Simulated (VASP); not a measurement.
# Au (C2/m) in VASP: a series of runs

Au is run at these levels: PBEsol; tasks: single point.

Program: VASP 6.6.1. These are calculated values, not measurements. Logs are shortened: lines on timing, memory, paths and dates and some standing lists are left out, and cuts for length are marked.

## Step 1: The cell of the first run

The structure is monoclinic, space group C2/m (No. 12). The conventional cell has a = 5.104 Å, b = 2.947 Å, c = 4.774 Å, α = 90.00°, β = 90.00°, γ = 90.00°. Within 3.2 Å of Au (site symmetry m) lie 10 Au at 2.40 to 3.14 Å.

## Step 2: Single point, PBEsol (shortest bond scaled by 0.82)

INCAR

```
SYSTEM = Au
ALGO = Normal
EDIFF = 1E-6
ENCUT = 520
GGA = PS
ISIF = 2
ISMEAR = -1
LASPH = .TRUE.
LCHARG = .FALSE.
LREAL = .FALSE.
LWAVE = .FALSE.
NBANDS = 18
NELM = 80
PREC = Accurate
SIGMA = 0.05
```

KPOINTS

```
k-points
0
G
  12 12 6
  0 0 0
```

POSCAR

```
Au
1.0
    2.9469569625      0.0000000000      0.0000000000
   -1.4734784812      2.5521395934      0.0000000000
    0.0000000000      0.0000000000      4.7740702792
Au
2
Direct
    0.2733333333      0.6366666667      0.2050000000
    0.7266666667      0.3633333333      0.7950000000
```

Potentials or basis: VASP PAW PBE potentials, release 64 (Au).

On the command line:

```sh
> cat potpaw_PBE.64/Au/POTCAR > POTCAR
> mpirun -np 1 vasp_std > vasp.out
```

OUTCAR:

```text
SYSTEM = Au
   EDIFF = 1E-6
   ENCUT = 520
   GGA = PS
   ISIF = 2
   ISMEAR = -1
   LASPH = .TRUE.
   LREAL = .FALSE.
   NELM = 80
   PREC = Accurate

 ion  position               nearest neighbor table
   1  0.273  0.637  0.205-   2 2.40   2 2.71   2 2.71   2 3.14   2 3.38   2 3.38
   2  0.727  0.363  0.795-   1 2.40   1 2.71   1 2.71   1 3.14   1 3.38   1 3.38

  LATTYP: Found a hexagonal cell.
 ALAT       =     2.9469569625
 C/A-ratio  =     1.6200000000

  Lattice vectors:

 A1 = (   2.9469569625,   0.0000000000,   0.0000000000)
 A2 = (  -1.4734784812,   2.5521395934,   0.0000000000)
 A3 = (   0.0000000000,   0.0000000000,   4.7740702792)

Analysis of symmetry for initial positions (statically):
=====================================================================
 Subroutine PRICEL returns:
 Original cell was already a primitive cell.

 Routine SETGRP: Setting up the symmetry group for a
 hexagonal supercell.

 Subroutine GETGRP returns: Found  4 space group operations
 (whereof  4 operations were pure point group operations)
 out of a pool of 24 trial point group operations.

The static configuration has the point symmetry C_2h.

Analysis of symmetry for dynamics (positions and initial velocities):
=====================================================================
 Subroutine PRICEL returns:
 Original cell was already a primitive cell.

 Routine SETGRP: Setting up the symmetry group for a
 hexagonal supercell.

 Subroutine GETGRP returns: Found  4 space group operations
 (whereof  4 operations were pure point group operations)
 out of a pool of 24 trial point group operations.

The dynamic configuration has the point symmetry C_2h.

 Subroutine INISYM returns: Found  4 space group operations
 (whereof  4 operations are pure point group operations),
 and found     1 'primitive' translations

----------------------------------------------------------------------------------------

                                     Primitive cell

  volume of cell :      35.9060

  direct lattice vectors                    reciprocal lattice vectors
     2.946956962  0.000000000  0.000000000     0.339333086  0.195914048  0.000000000
    -1.473478481  2.552139593  0.000000000     0.000000000  0.391828097  0.000000000
     0.000000000  0.000000000  4.774070279     0.000000000  0.000000000  0.209464868

  length of vectors
     2.946956962  2.946956962  4.774070279     0.391828097  0.391828097  0.209464868

  position of ions in fractional coordinates (direct lattice)
[... 78 lines left out ...]
   NELM   =     80;   NELMIN=  2; NELMDL= -5     # of ELM steps
   EDIFF  = 0.1E-05   stopping-criterion for ELM
   LREAL  =      F    real-space projection
   EDIFFG = 0.1E-04   stopping-criterion for IOM
   NSW    =      0    number of steps for IOM
   IBRION =     -1    ionic relax: 0-MD 1-quasi-New 2-CG
   NFREE  =      0    steps in history (QN), initial steepest desc. (CG)
   ISIF   =      2    stress and relaxation
   ISYM   =      2    0-nonsym 1-usesym 2-fastsym
   POTIM  = 0.5000    time-step for ionic-motion
   TEBEG  =    0.0;   TEEND  =   0.0 temperature during run
   PSTRESS=    0.0 pullay stress
   NELECT =      22.0000    total number of electrons
   NUPDOWN=      -1.0000    fix difference up-down
   EMIN   =  10.00;   EMAX   =-10.00  energy-range for DOS
   EFERMI =   0.00;   METHOD = LEGACY
   ISMEAR =    -1;   SIGMA  =   0.05  broadening in eV -4-tet -1-fermi 0-gaus
   EFERMI_NEDOS =   21; number of points for ismear=-14 and -15
   IALGO  =     38    algorithm
   IMIX   =      4    mixing-type and parameters
     AMIX     =   0.40;   BMIX     =  1.00
     AMIX_MAG =   1.60;   BMIX_MAG =  1.00
  volume/ion in A,a.u.               =      17.95       121.15
  Fermi-wavevector in a.u.,A,eV,Ry     =   1.390465  2.627598 26.305406  1.933393
  Thomas-Fermi vector in A             =   2.514397
   LORBIT       =      0    0 simple, 1 ext, 2 COOP (PROOUT), +10 PAW based schemes
   GGA     = PS    functional components
   LHFCALC =     F    Hartree Fock is set to
   AEXX    =    0.0000 exact exchange contribution
   IVDW    =     0    specifies the selected vdW correction
   LEPSILON=     F    determine dielectric tensor
   LRPA    =     F    only Hartree local field effects (RPA)
 non-spin polarized calculation
  energy-cutoff  :      520.00
  volume of cell :       35.91
 maximum number of plane-waves:       990
 NGX is ok and might be reduce to    24
   NGX = 11   NGY = 11   NGZ = 17

 number of electron      22.0000002 magnetization

 Free energy of the ion-electron system (eV)
  ---------------------------------------------------
  ext. energy  EPLUGINS =         0.00000000
  ---------------------------------------------------
  free energy    TOTEN  =        -6.86540197 eV

  energy without entropy =       -6.85752436  energy(sigma->0) =       -6.86146317

 E-fermi :   8.4568     XC(G=0): -12.4810

 val. band max:        8.4567676246   @ k =   0.2500   0.0833   0.3333
 cond. band min:       8.4743221494   @ k =   0.5000   0.4167   0.3333
 fundamental gap:      0.0175545248
 Fermi energy:         8.4567805289

 k-point     1 :       0.0000    0.0000    0.0000
  band No.  band energies     occupation
      1      -1.1691      2.00000
      2       1.2033      2.00000
      3       3.0933      2.00000
      4       3.6820      2.00000
      5       3.7428      2.00000
      6       3.8134      2.00000
[... 481 lines left out ...]
      5       4.4010      2.00000
      6       4.6933      2.00000
[... 10 lines left out ...]
     17      22.0811      0.00000
     18      23.9232      0.00000

 [... further k-points ...]

------------------------ aborting loop because EDIFF is reached ----------------------------------------

  FORCE on cell =-STRESS in cart. coord.  units (eV):
  Direction    XX          YY          ZZ          XY          YZ          ZX
  --------------------------------------------------------------------------------------
  -------------------------------------------------------------------------------------
  Total        1.8963717      0.6553614      5.3922043      1.0747464      1.5102099      2.6157598
  in kB       84.6188291     29.2431660    240.6079072     47.9567310     67.3877363    116.7189631
  external PRESSURE =     118.1566341 kB  Pullay stress =       0.0000000 kB

 VOLUME and BASIS-vectors are now :
 -----------------------------------------------------------------------------
  energy-cutoff  :      520.00
  volume of cell :       35.91
      direct lattice vectors                 reciprocal lattice vectors
     2.946956962  0.000000000  0.000000000     0.339333086  0.195914048  0.000000000
    -1.473478481  2.552139593  0.000000000     0.000000000  0.391828097  0.000000000
     0.000000000  0.000000000  4.774070279     0.000000000  0.000000000  0.209464868

 POSITION                                       TOTAL-FORCE (eV/Angst)
 -----------------------------------------------------------------------------------
     -0.13261      1.62486      0.97868         1.270215      0.733359      4.706360
      1.60609      0.92728      3.79539        -1.270215     -0.733359     -4.706360
 -----------------------------------------------------------------------------------
    total drift:                               -0.000000      0.000000      0.000000

  FREE ENERGIE OF THE ION-ELECTRON SYSTEM (eV)
  ---------------------------------------------------
  free  energy   TOTEN  =        -6.8654019737 eV

  energy  without entropy=       -6.8575243619  energy(sigma->0) =       -6.86146317
```

OSZICAR:

```text
N       E                     dE             d eps       ncg     rms          rms(c)
DAV:   1     0.122658305137E+03    0.12266E+03   -0.11666E+04  8736   0.118E+03
DAV:   2    -0.538729023785E+01   -0.12805E+03   -0.12264E+03  9302   0.260E+02
DAV:   3    -0.749314435042E+01   -0.21059E+01   -0.20944E+01 10294   0.337E+01
DAV:   4    -0.750335448314E+01   -0.10210E-01   -0.10209E-01  9816   0.242E+00
DAV:   5    -0.750346212219E+01   -0.10764E-03   -0.10764E-03  9830   0.265E-01    0.159E+01
DAV:   6    -0.691867532920E+01    0.58479E+00   -0.11193E+00  9114   0.946E+00    0.997E+00
DAV:   7    -0.687155686649E+01    0.47118E-01   -0.14404E-01  9728   0.315E+00    0.345E+00
DAV:   8    -0.686543220285E+01    0.61247E-02   -0.13492E-02  9168   0.993E-01    0.165E-01
DAV:   9    -0.686539465167E+01    0.37551E-04   -0.25505E-04  9882   0.106E-01    0.410E-02
DAV:  10    -0.686540251689E+01   -0.78652E-05   -0.18767E-05  9616   0.296E-02    0.338E-02
DAV:  11    -0.686540197368E+01    0.54321E-06   -0.60793E-07  5708   0.548E-03
   1 F= -.68654020E+01 E0= -.68614632E+01  d E =-.787761E-02
```

stdout:

```text
POSCAR found type information on POSCAR Au
 POSCAR found :  1 types and       2 ions
 scaLAPACK will be used
 -----------------------------------------------------------------------------
|                                                                             |
|                                                                             |
|     You enforced a specific xc type in the INCAR file but a different       |
|     I HOPE YOU KNOW WHAT YOU ARE DOING!                                     |
|                                                                             |
 -----------------------------------------------------------------------------

 LDA part: xc-table for (Slater+PW92), standard interpolation
 POSCAR, INCAR and KPOINTS ok, starting setup
 FFT: planning ... GRIDC
 FFT: planning ... GRID_SOFT
 FFT: planning ... GRID
 WAVECAR not read
 entering main loop
```

It took 36 s on 1 thread of Intel Xeon 6975P-C (Granite Rapids), shared host; peak memory 0.24 GiB.

Results:

```
Free energy            : -6.8654 eV
Pressure               : 11.8 GPa
Largest force          : 4.930 eV/Å
Band gap on the k mesh : zero (bands 11 and 12 overlap by 5.14 eV)
```

Forces in eV/Å, atoms in the order of the input:
```
Au   1.270  0.733  4.706
Au  -1.270 -0.733 -4.706
```

Caveat: the cell differs from its parent crystal (shortest bond scaled by 0.82); the cell stands under pressure; the PAW data sets were made with another functional, which shifts forces and pressure a little; spin-orbit coupling is left out, which moves the levels of the heavy elements.

## Step 3: Single point, PBEsol (shortest bond scaled by 0.76)

INCAR

```
ALGO = Normal
EDIFF = 1E-7
ENCUT = 520
GGA = PS
ISIF = 2
ISMEAR = -1
LASPH = True
LCHARG = False
LREAL = False
LWAVE = False
NBANDS = 18
NELM = 80
PREC = Accurate
SIGMA = 0.05
```

KPOINTS

```
k-points
0
Gamma
  12 12 6
```

POSCAR

```
Au
1.0
    2.9469569625      0.0000000000      0.0000000000
   -1.4734784812      2.5521395934      0.0000000000
    0.0000000000      0.0000000000      4.7740702792
Au
2
Direct
    0.2533333333      0.6266666667      0.1900000000
    0.7466666667      0.3733333333      0.8100000000
```

Potentials or basis: VASP PAW PBE potentials, release 64 (Au).

On the command line:

```sh
> cat potpaw_PBE.64/Au/POTCAR > POTCAR
> mpirun -np 1 vasp_std > vasp.out
```

Wall time 40 s (1 thread of Intel Xeon 6975P-C (Granite Rapids), shared host); peak memory 0.25 GiB.

Results (log left out):

```
Free energy            : -5.6490 eV
Pressure               : 32.2 GPa
Largest force          : 9.944 eV/Å
Band gap on the k mesh : zero (bands 11 and 12 overlap by 4.44 eV)
```

Forces on the atoms (eV/Å):
```
Au   3.385  1.954  9.143
Au  -3.385 -1.954 -9.143
```

Stress tensor (GPa, compression positive):
```
25.49 11.11 28.01
11.11 12.67 16.17
28.01 16.17 58.31
```

Levels at points of the mesh, in eV from the Fermi level:
| k point | band 8 | band 9 | band 10 | band 11 | band 12 | band 13 | band 14 | band 15 |
| --- | --- | --- | --- | --- | --- | --- | --- | --- |
| (0.00, 0.00, 0.00) | -3.39 | -2.42 | -2.40 | -1.33 | 0.06 | 2.07 | 13.73 | 15.72 |
| (0.50, 0.00, 0.00) | -2.80 | -1.81 | -1.60 | 0.27 | 0.87 | 5.44 | 5.92 | 9.69 |
| (0.00, 0.50, 0.00) | -2.44 | -2.10 | -1.37 | -0.31 | 1.40 | 4.94 | 6.83 | 8.38 |
| (0.00, 0.00, 0.50) | -3.63 | -2.90 | -2.22 | -2.19 | -1.31 | 7.91 | 14.14 | 14.21 |
| (0.50, 0.00, 0.50) | -2.33 | -2.13 | -1.63 | 0.10 | 0.19 | 3.64 | 4.08 | 11.75 |
| (0.00, 0.50, 0.50) | -2.59 | -2.06 | -1.26 | 0.19 | 1.35 | 2.62 | 4.51 | 11.30 |

Caveat: the cell differs from its parent crystal (shortest bond scaled by 0.76); the cell stands under pressure; the PAW data sets were made with another functional, which shifts forces and pressure a little; spin-orbit coupling is left out, which moves the levels of the heavy elements.
